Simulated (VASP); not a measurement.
# RbGa3Te2 (P4/mmm) in VASP: a series of runs, part 2 of 2

VASP 6.6.1. Earlier steps stand in the parts before.

## (4) Relaxation of cell and atoms, PBE

INCAR reads:

```
PREC = Accurate ; ENCUT = 600
EDIFF = 1E-6 ; ISMEAR = 0
SIGMA = 0.1 ; LREAL = False
LASPH = True ; NELM = 100
ALGO = Fast ; ISIF = 3
LWAVE = False ; LCHARG = False
GGA = PE ; IBRION = 2
NSW = 90 ; EDIFFG = -0.04
```

KPOINTS reads:

```
regular mesh
0
Gamma
  4 4 4
```

POSCAR reads:

```
RbGa3Te2
1.0
    4.9966661600      0.0000000000      0.0000000000
    0.0000000000      4.9966661600      0.0000000000
    0.0000000000      0.0000000000      7.1889657700
Rb Ga Te
1 3 2
Direct
    0.0000000000      0.0000000000      0.5000000000
    0.0000000000      0.5000000000      0.0000000000
    0.5000000000      0.0000000000      0.0000000000
    0.5000000000      0.5000000000      0.0000000000
    0.5000000000      0.5000000000      0.7074301600
    0.5000000000      0.5000000000      0.2925698400
```

Potentials or basis: VASP PAW PBE potentials, release 64 (Rb_sv, Ga_d, Te).

Launch:

```bash
$ cat potpaw_PBE.64/Rb_sv/POTCAR potpaw_PBE.64/Ga_d/POTCAR potpaw_PBE.64/Te/POTCAR > POTCAR
$ mpirun -np 1 vasp_std > vasp.out
```

OUTCAR:

```text
PREC = Accurate
   ENCUT = 600
   EDIFF = 1E-6
   ISMEAR = 0
   LREAL = False
   LASPH = True
   NELM = 100
   ISIF = 3
   GGA = PE
   IBRION = 2
   NSW = 90
   EDIFFG = -0.04

 ion  position               nearest neighbor table
   1  0.000  0.000  0.500-   5 3.83   6 3.83   5 3.83   6 3.83   5 3.83   6 3.83   5 3.83   6 3.83

   2  0.000  0.500  0.000-   4 2.50   4 2.50   6 3.27   5 3.27   5 3.27   6 3.27
   3  0.500  0.000  0.000-   4 2.50   4 2.50   6 3.27   5 3.27   5 3.27   6 3.27
   4  0.500  0.500  0.000-   5 2.10   6 2.10   2 2.50   3 2.50   3 2.50   2 2.50
   5  0.500  0.500  0.707-   4 2.10   6 2.98   2 3.27   3 3.27   3 3.27   2 3.27   1 3.83   1 3.83
                             1 3.83   1 3.83
   6  0.500  0.500  0.293-   4 2.10   5 2.98   2 3.27   3 3.27   3 3.27   2 3.27   1 3.83   1 3.83
                             1 3.83   1 3.83
[... 276 lines left out ...]
  -------------------------------------------------------------------------------------
  Total       -0.7273104     -0.7273104      0.0622088      0.0000000     -0.0000000      0.0000000
  in kB       -5.1848150     -5.1848150      0.4434709      0.0000000     -0.0000000      0.0000000
  external PRESSURE =      -3.3087197 kB  Pullay stress =       0.0000000 kB
[... 187 lines left out ...]
--------------------------------------- Ionic step        8  -------------------------------------------

 number of electron      60.0000039 magnetization

 Free energy of the ion-electron system (eV)
  ---------------------------------------------------
  ext. energy  EPLUGINS =         0.00000000
  ---------------------------------------------------
  free energy    TOTEN  =       -16.54822575 eV

  energy without entropy =      -16.52910963  energy(sigma->0) =      -16.53866769

 E-fermi :   2.3763     XC(G=0):  -7.9980

 val. band max:        2.3593485224   @ k =   0.5000   0.0000   0.2500
 cond. band min:       2.3771350803   @ k =   0.2500   0.2500   0.2500
 fundamental gap:      0.0177865579
 Fermi energy:         2.3763166519

 k-point     1 :       0.0000    0.0000    0.0000
  band No.  band energies     occupation
      1     -24.6137      2.00000
      2     -13.4152      2.00000
      3     -13.2797      2.00000
      4     -13.1876      2.00000
      5     -13.1099      2.00000
      6     -13.1099      2.00000
[... 724 lines left out ...]
  FREE ENERGIE OF THE ION-ELECTRON SYSTEM (eV)
  ---------------------------------------------------
  free  energy   TOTEN  =       -16.5482257472 eV

  energy  without entropy=      -16.5291096276  energy(sigma->0) =      -16.53866769

 reached required accuracy - stopping structural energy minimisation
```

Run time: 18 min. Hardware: 1 thread of Intel Xeon 6975P-C (Granite Rapids), shared host; peak memory 0.42 GiB.

What came out:

```yaml
Free_energy: -16.5482 eV
Relaxed_volume: 36.73 Å³/atom
Relaxed_cell: a = 5.074 Å, b = 5.074 Å, c = 8.562 Å, α = 90.00°, β = 90.00°, γ = 90.00°
Space_group_after_relaxing_to_0.1_Å: P4/mmm (No. 123)
Energy_gained_by_relaxing: 772.1 meV/atom
Ionic_steps: 8
Pressure_after_relaxing: 0.0 GPa
Largest_force_after_relaxing: 0.026 eV/Å
Band_gap_on_the_k_mesh: zero (bands 30 and 31 overlap by 1.52 eV)
```

Forces on the atoms (eV/Å):
```
Rb   0.000  0.000  0.000
Ga   0.000  0.000  0.000
Ga   0.000  0.000  0.000
Ga   0.000  0.000  0.000
Te   0.000  0.000  0.026
Te   0.000  0.000 -0.026
```

Stress tensor (GPa, compression positive):
```
 0.00  0.00  0.00
 0.00  0.00  0.00
 0.00  0.00 -0.08
```

Step by step:
```csv
step,energy change (eV),largest force (eV/Å),pressure (GPa),volume (Å³)
1,0.0000,8.5183,18.19,179.48
2,-3.6473,0.0147,-2.75,275.86
3,-4.6027,0.4328,-0.33,224.75
4,-4.6069,0.4081,-0.24,223.80
5,-4.6093,0.3596,0.00,222.14
6,-4.6262,0.1956,-0.11,222.01
7,-4.6310,0.0743,-0.18,221.86
8,-4.6328,0.0262,-0.03,220.40
```

Final structure:
```xyz
6
Lattice="5.0736 0.0000 0.0000 0.0000 5.0736 0.0000 0.0000 0.0000 8.5621" Properties=species:S:1:pos:R:3 pbc="T T T"
Rb    5.0736    0.0000    4.2811
Ga    5.0736    2.5368    0.0000
Ga    2.5368    0.0000    0.0000
Ga    2.5368    2.5368    0.0000
Te    2.5368    2.5368    5.7967
Te    2.5368    2.5368    2.7655
```

Levels at points of the mesh, in eV from the Fermi level:
| k point | band 27 | band 28 | band 29 | band 30 | band 31 | band 32 | band 33 | band 34 |
| --- | --- | --- | --- | --- | --- | --- | --- | --- |
| (0.00, 0.00, 0.00) | -1.97 | -0.86 | -0.86 | -0.71 | -0.71 | -0.46 | 1.77 | 2.25 |
| (0.50, 0.00, 0.00) | -1.85 | -1.61 | -1.15 | -0.83 | -0.55 | 1.31 | 1.45 | 2.08 |
| (0.50, 0.50, 0.00) | -1.82 | -1.82 | -1.70 | -1.42 | -1.24 | 2.60 | 2.60 | 3.85 |
| (0.00, 0.00, 0.50) | -1.78 | -1.56 | -1.56 | 0.07 | 0.07 | 0.82 | 1.98 | 2.35 |
| (0.50, 0.00, 0.50) | -2.45 | -1.66 | -0.84 | 0.29 | 1.30 | 1.36 | 1.50 | 1.71 |
| (0.50, 0.50, 0.50) | -2.42 | -1.38 | -0.91 | -0.91 | 1.80 | 1.80 | 2.00 | 2.83 |

Caveat: the volume moved by over 15 % at a fixed basis, so the end points are rough; spin-orbit coupling is left out, which moves the levels of the heavy elements.

## (5) Single point, PBE

This run uses another cell than the first one, of 37.07 Å³/atom.

INCAR reads:

```
  ALGO = Fast
  EDIFF = 1E-6
  ENCUT = 520
  GGA = PE
  ISIF = 2
  ISMEAR = 0
  LASPH = True
  LCHARG = False
  LREAL = False
  LWAVE = False
  NBANDS = 39
  NELM = 80
  PREC = Accurate
  SIGMA = 0.1
```

KPOINTS reads:

```
k-points
0
Gamma
  8 8 6
```

POSCAR reads:

```
RbGa3Te2
1.0
    5.0920355680      0.0000000000      0.0000000000
    0.0000000000      5.0920355680      0.0000000000
    0.0000000000      0.0000000000      8.5786683228
Rb Ga Te
1 3 2
Direct
    0.0000000000      0.0000000000      0.5000000000
    0.0000000000      0.5000000000      0.0000000000
    0.5000000000      0.0000000000      0.0000000000
    0.5000000000      0.5000000000      0.0000000000
    0.5000000000      0.5000000000      0.6814358387
    0.5000000000      0.5000000000      0.3185641613
```

Potentials or basis: VASP PAW PBE potentials, release 64 (Rb_sv, Ga_d, Te).

Launch:

```bash
$ cat potpaw_PBE.64/Rb_sv/POTCAR potpaw_PBE.64/Ga_d/POTCAR potpaw_PBE.64/Te/POTCAR > POTCAR
$ mpirun -np 1 vasp_std > vasp.out
```

OUTCAR:

```text
EDIFF = 1E-6
   ENCUT = 520
   GGA = PE
   ISIF = 2
   ISMEAR = 0
   LASPH = True
   LREAL = False
   NELM = 80
   PREC = Accurate

 ion  position               nearest neighbor table
   1  0.000  0.000  0.500-   5 3.92   6 3.92   5 3.92   6 3.92   5 3.92   6 3.92   5 3.92   6 3.92

   2  0.000  0.500  0.000-   4 2.55   4 2.55
   3  0.500  0.000  0.000-   4 2.55   4 2.55
   4  0.500  0.500  0.000-   2 2.55   3 2.55   3 2.55   2 2.55   5 2.73   6 2.73
   5  0.500  0.500  0.681-   4 2.73   6 3.11   1 3.92   1 3.92   1 3.92   1 3.92
   6  0.500  0.500  0.319-   4 2.73   5 3.11   1 3.92   1 3.92   1 3.92   1 3.92

  LATTYP: Found a simple tetragonal cell.
 ALAT       =     5.0920355680
 C/A-ratio  =     1.6847227809

  Lattice vectors:

 A1 = (   5.0920355680,   0.0000000000,   0.0000000000)
 A2 = (   0.0000000000,   5.0920355680,   0.0000000000)
 A3 = (   0.0000000000,   0.0000000000,   8.5786683228)

Analysis of symmetry for initial positions (statically):
=====================================================================
 Subroutine PRICEL returns:
 Original cell was already a primitive cell.

 Routine SETGRP: Setting up the symmetry group for a
 simple tetragonal supercell.

 Subroutine GETGRP returns: Found 16 space group operations
 (whereof 16 operations were pure point group operations)
 out of a pool of 16 trial point group operations.

The static configuration has the point symmetry D_4h.

Analysis of symmetry for dynamics (positions and initial velocities):
=====================================================================
 Subroutine PRICEL returns:
 Original cell was already a primitive cell.

 Routine SETGRP: Setting up the symmetry group for a
 simple tetragonal supercell.

 Subroutine GETGRP returns: Found 16 space group operations
 (whereof 16 operations were pure point group operations)
 out of a pool of 16 trial point group operations.

The dynamic configuration has the point symmetry D_4h.

 Subroutine INISYM returns: Found 16 space group operations
 (whereof 16 operations are pure point group operations),
 and found     1 'primitive' translations

----------------------------------------------------------------------------------------

                                     Primitive cell

  volume of cell :     222.4348

  direct lattice vectors                    reciprocal lattice vectors
     5.092035568  0.000000000  0.000000000     0.196385117  0.000000000  0.000000000
     0.000000000  5.092035568  0.000000000     0.000000000  0.196385117  0.000000000
     0.000000000  0.000000000  8.578668323     0.000000000  0.000000000  0.116568209

  length of vectors
     5.092035568  5.092035568  8.578668323     0.196385117  0.196385117  0.116568209

  position of ions in fractional coordinates (direct lattice)
     0.000000000  0.000000000  0.500000000
     0.000000000  0.500000000  0.000000000
     0.500000000  0.000000000  0.000000000
[... 34 lines left out ...]
 Subroutine IBZKPT returns following result:
 ===========================================

 Found     60 irreducible k-points:

 Following reciprocal coordinates:
            Coordinates               Weight
  0.000000  0.000000  0.000000      1.000000
  0.125000  0.000000  0.000000      4.000000
  0.250000  0.000000  0.000000      4.000000
  0.375000  0.000000  0.000000      4.000000
  0.500000  0.000000  0.000000      2.000000
  0.125000  0.125000  0.000000      4.000000
[... 16 lines left out ...]
  0.375000  0.125000  0.166667     16.000000
  0.500000  0.125000  0.166667      8.000000
 [... further k-points ...]
   k-points           NKPTS =     60   k-points in BZ     NKDIM =     60   number of bands    NBANDS=     39
   number of dos      NEDOS =    301   number of ions     NIONS =      6
   total plane-waves  NPLWV = 102400
   dimension x,y,z NGX =    40 NGY =   40 NGZ =   64
   dimension x,y,z NGXF=    80 NGYF=   80 NGZF=  128
   ions per type =               1   3   2
   NGX,Y,Z   is equivalent  to a cutoff of  13.06, 13.06, 12.40 a.u.
   NGXF,Y,Z  is equivalent  to a cutoff of  26.12, 26.12, 24.81 a.u.
 SYSTEM =  unknown system
   PREC   = accura    normal or accurate (medium, high low for compatibility)
   ISTART =      0    job   : 0-new  1-cont  2-samecut
   ICHARG =      2    charge: 1-file 2-atom 10-const
   ISPIN  =      1    spin polarized calculation?
   LNONCOLLINEAR =      F non collinear calculations
   LSORBIT =      F    spin-orbit coupling
   LASPH  =      T    aspherical Exc in radial PAW
   ENCUT  =  520.0 eV  38.22 Ry    6.18 a.u.   9.47  9.47 15.95*2*pi/ulx,y,z
   NELM   =     80;   NELMIN=  2; NELMDL= -5     # of ELM steps
   EDIFF  = 0.1E-05   stopping-criterion for ELM
   LREAL  =      F    real-space projection
   EDIFFG = 0.1E-04   stopping-criterion for IOM
   NSW    =      0    number of steps for IOM
   IBRION =     -1    ionic relax: 0-MD 1-quasi-New 2-CG
   NFREE  =      0    steps in history (QN), initial steepest desc. (CG)
   ISIF   =      2    stress and relaxation
   ISYM   =      2    0-nonsym 1-usesym 2-fastsym
   POTIM  = 0.5000    time-step for ionic-motion
   TEBEG  =    0.0;   TEEND  =   0.0 temperature during run
   PSTRESS=    0.0 pullay stress
   NELECT =      60.0000    total number of electrons
   NUPDOWN=      -1.0000    fix difference up-down
   EMIN   =  10.00;   EMAX   =-10.00  energy-range for DOS
   EFERMI =   0.00;   METHOD = LEGACY
   ISMEAR =     0;   SIGMA  =   0.10  broadening in eV -4-tet -1-fermi 0-gaus
   EFERMI_NEDOS =   21; number of points for ismear=-14 and -15
   IALGO  =     68    algorithm
   IMIX   =      4    mixing-type and parameters
     AMIX     =   0.40;   BMIX     =  1.00
     AMIX_MAG =   1.60;   BMIX_MAG =  1.00
  volume/ion in A,a.u.               =      37.07       250.18
  Fermi-wavevector in a.u.,A,eV,Ry     =   1.057769  1.998894 15.223234  1.118876
  Thomas-Fermi vector in A             =   2.193054
   LORBIT       =      0    0 simple, 1 ext, 2 COOP (PROOUT), +10 PAW based schemes
   GGA     = PE    functional components
   LHFCALC =     F    Hartree Fock is set to
   AEXX    =    0.0000 exact exchange contribution
   IVDW    =     0    specifies the selected vdW correction
   LEPSILON=     F    determine dielectric tensor
   LRPA    =     F    only Hartree local field effects (RPA)
 non-spin polarized calculation
 RMM-DIIS sequential band-by-band and
 Gauss-broadening in eV      SIGMA  =   0.10
  energy-cutoff  :      520.00
  volume of cell :      222.43
 maximum number of plane-waves:      6032
 NGX is ok and might be reduce to    40
   NGX = 19   NGY = 19   NGZ = 31

 number of electron      60.0000058 magnetization

 Free energy of the ion-electron system (eV)
  ---------------------------------------------------
  ext. energy  EPLUGINS =         0.00000000
  ---------------------------------------------------
  free energy    TOTEN  =       -16.52746828 eV

  energy without entropy =      -16.51281041  energy(sigma->0) =      -16.52013935

 E-fermi :   2.1683     XC(G=0):  -7.9565

 val. band max:        2.1574810838   @ k =   0.3750   0.0000   0.1667
 cond. band min:       2.1768332624   @ k =   0.5000   0.1250   0.0000
 fundamental gap:      0.0193521786
 Fermi energy:         2.1683298493

 k-point     1 :       0.0000    0.0000    0.0000
  band No.  band energies     occupation
      1     -24.7552      2.00000
      2     -13.2968      2.00000
      3     -13.1677      2.00000
      4     -13.0819      2.00000
      5     -13.0055      2.00000
      6     -13.0055      2.00000
[... 997 lines left out ...]
     38       7.2796      0.00000
     39       7.5244      0.00000

 [... further k-points ...]

------------------------ aborting loop because EDIFF is reached ----------------------------------------

  FORCE on cell =-STRESS in cart. coord.  units (eV):
  Direction    XX          YY          ZZ          XY          YZ          ZX
  --------------------------------------------------------------------------------------
  -------------------------------------------------------------------------------------
  Total        0.1016461      0.1016461      0.0369344      0.0000000     -0.0000000      0.0000000
  in kB        0.7321473      0.7321473      0.2660351      0.0000000     -0.0000000      0.0000000
  external PRESSURE =       0.5767766 kB  Pullay stress =       0.0000000 kB

 VOLUME and BASIS-vectors are now :
 -----------------------------------------------------------------------------
  energy-cutoff  :      520.00
  volume of cell :      222.43
      direct lattice vectors                 reciprocal lattice vectors
     5.092035568  0.000000000  0.000000000     0.196385117  0.000000000  0.000000000
     0.000000000  5.092035568  0.000000000     0.000000000  0.196385117  0.000000000
     0.000000000  0.000000000  8.578668323     0.000000000  0.000000000  0.116568209

 POSITION                                       TOTAL-FORCE (eV/Angst)
 -----------------------------------------------------------------------------------
      0.00000      0.00000      4.28933         0.000000     -0.000000      0.000000
      0.00000      2.54602      0.00000         0.000000     -0.000000      0.000000
      2.54602      0.00000      0.00000         0.000000     -0.000000      0.000000
      2.54602      2.54602      0.00000         0.000000     -0.000000      0.000000
      2.54602      2.54602      5.84581         0.000000      0.000000     -0.005554
      2.54602      2.54602      2.73286         0.000000      0.000000      0.005554
 -----------------------------------------------------------------------------------
    total drift:                               -0.000000      0.000000     -0.000000

  FREE ENERGIE OF THE ION-ELECTRON SYSTEM (eV)
  ---------------------------------------------------
  free  energy   TOTEN  =       -16.5274682847 eV

  energy  without entropy=      -16.5128104108  energy(sigma->0) =      -16.52013935
```

Wall time 6.7 min (1 thread of Intel Xeon 6975P-C (Granite Rapids), shared host); peak memory 0.63 GiB.

What came out:

```
Free energy            : -16.5275 eV
Pressure               : 0.1 GPa
Largest force          : 0.006 eV/Å
Band gap on the k mesh : zero (bands 30 and 31 overlap by 1.60 eV)
```

Forces in eV/Å, atoms in the order of the input:
```
Rb   0.000  0.000  0.000
Ga   0.000  0.000  0.000
Ga   0.000  0.000  0.000
Ga   0.000  0.000  0.000
Te   0.000  0.000 -0.006
Te   0.000  0.000  0.006
```

Caveat: spin-orbit coupling is left out, which moves the levels of the heavy elements.

## (6) Overview

| task | cell | k mesh | cutoff (eV) | gap on the mesh (eV) | pressure (GPa) | largest force (eV/Å) |
| --- | --- | --- | --- | --- | --- | --- |
| single point | a = 4.997, b = 4.997, c = 7.189 Å, 6 atoms, atomic positions A | 4 × 4 × 4 | 520 | none | 18.2 | 8.52 |
| single point | a = 5.073, b = 5.073, c = 8.551 Å, 6 atoms, atomic positions B | 4 × 4 × 4 | 520 | none | 0.1 | 0.01 |
| relaxation of cell and atoms | relaxed from a = 4.997, b = 4.997, c = 7.189 Å, 6 atoms, atomic positions A | 4 × 4 × 4 | 600 | none | 0.0 | 0.03 |
| single point | a = 5.092, b = 5.092, c = 8.579 Å, 6 atoms, atomic positions C | 8 × 8 × 6 | 520 | none | 0.1 | 0.01 |

Alike in all rows: level PBE; potentials or basis VASP PAW PBE potentials, release 64 (Rb_sv, Ga_d, Te); no spin polarisation; smearing gaussian 0.1 eV.

Caveats: spin-orbit coupling is left out, which moves the levels of the heavy elements; the cell stands under pressure (at least some runs); forces of over 1 eV/Å act on the atoms, so gaps and moduli don't describe the material at rest (at least some runs); the volume moved by over 15 % at a fixed basis, so the end points are rough (at least some runs).

Absolute energies hang on the potentials; compare differences alone.
